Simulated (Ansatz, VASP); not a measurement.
# One calculation of BeS, two programs

Contents of INCAR:

```
SYSTEM = BeS
  ALGO = Normal
  EDIFF = 1E-6
  ENCUT = 520
  GGA = CA
  ISIF = 2
  ISMEAR = 0
  LASPH = .True.
  LCHARG = .True.
  LELF = .True.
  LREAL = .False.
  LVHAR = .True.
  LWAVE = .False.
  NBANDS = 11
  NELM = 80
  PREC = Accurate
  SIGMA = 0.01
```

Contents of KPOINTS:

```
k-points
0
Gamma
  10 10 10
  0 0 0
```

File POSCAR:

```
BeS
1.0
    0.0000000000      2.3172971938      2.3172971938
    2.3172971938      0.0000000000      2.3172971938
    2.3172971938      2.3172971938      0.0000000000
Be S
1 1
Direct
    0.0000000000      0.0000000000      0.0000000000
    0.5000000000      0.5000000000      0.5000000000
```

Input for Ansatz:

```yaml
crystal:
  lattice:
    - [0.0, 2.3172971938, 2.3172971938]
    - [2.3172971938, 0.0, 2.3172971938]
    - [2.3172971938, 2.3172971938, 0.0]
  atoms:
    - { symbol: Be, position: [0.0, 0.0, 0.0] }
    - { symbol: S, position: [0.5, 0.5, 0.5] }
kpoints:
  mp_grid: { grid: [10, 10, 10] }
  band_path:
    path:
      - [0.0, 0.0, 0.0]
      - [0.5, 0.0, 0.5]
      - [0.625, 0.25, 0.625]
      - [0.375, 0.375, 0.75]
      - [0.5, 0.5, 0.5]
      - [0.5, 0.25, 0.75]
      - [0.0, 0.148438, -0.151042]
      - [0.0, 0.5, 0.5]
    npoints: 1
hamiltonian:
  xc: lda
scf:
  occupations: { method: fixed }
  n_extra_bands: 4
output:
  forces: true
  stress: true
  eigenvalues: true
```

Alike in both runs: task single point; functional LDA; k mesh 10 × 10 × 10; no spin polarisation.

|  | VASP | Ansatz |
| --- | --- | --- |
| version | VASP 6.6.1 | Ansatz 0.2.0 |
| potentials or method | VASP PAW LDA potentials, release 64 (Be, S) | plane waves, PAW |
| plane-wave cutoff (eV) | 520 | 420 |
| occupations | gaussian, width 0.01 eV | fixed |
| valence electrons in the cell | 8 | 8 |

Ansatz gave:

| Property | Result |
| --- | --- |
| gap on the k mesh at the Fermi level (eV) | 1.01 |
| pressure (GPa) | -5.5 |

Q: What did VASP give for the same quantities?

A: gap on the k mesh at the Fermi level (eV): 1.02; pressure (GPa): -5.5.

LDA's correlation is that of Perdew and Zunger in VASP and of Perdew and Wang (1992) in Ansatz.
